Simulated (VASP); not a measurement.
## BAs: single point with PBE

The system is BAs.

```xyz
2
Lattice="0.0000 2.4282 2.4282 2.4282 0.0000 2.4282 2.4282 2.4282 0.0000" Properties=species:S:1:pos:R:3 pbc="T T T"
B     0.0000    0.0000    0.0000
As    1.2141    1.2141    1.2141
```

This cell differs from its parent crystal: volume scaled by 1.03.

* Program: VASP 6.6.1
* Task: single point
* Functional: PBE
* Potentials or basis: VASP PAW PBE potentials, release 64 (B, As)
* Cutoff: 520 eV
* k mesh: 10 × 10 × 10
* Occupations: gaussian, width 0.02 eV
* Spin: no spin polarisation
* Dipole correction: no
* Further INCAR settings: ALGO = Normal; EDIFF = 1e-06; NBANDS = 11

```yaml
Pressure: -3.1 GPa
Band_gap_on_the_k_mesh: 1.23 eV, indirect (least direct gap 3.22 eV)
```

Levels at points of the mesh, in eV from the valence-band top:
```
           k point  band 1  band 2  band 3  band 4  band 5  band 6  band 7  band 8
(0.00, 0.00, 0.00)  -14.96    0.00    0.00    0.00    3.22    3.22    3.22    4.07
(0.50, 0.00, 0.00)  -12.26   -8.44   -1.74   -1.74    2.41    4.72    4.72    8.76
(0.50, 0.50, 0.00)  -11.03   -8.26   -3.88   -3.88    1.49    1.49   10.90   10.90
```

Run time: 10 s on 1 thread of Intel(R) Xeon(R) Platinum 8488C (Sapphire Rapids), with other jobs on the host, peak memory 0.16 GiB.

 A k mesh can miss the band edges.
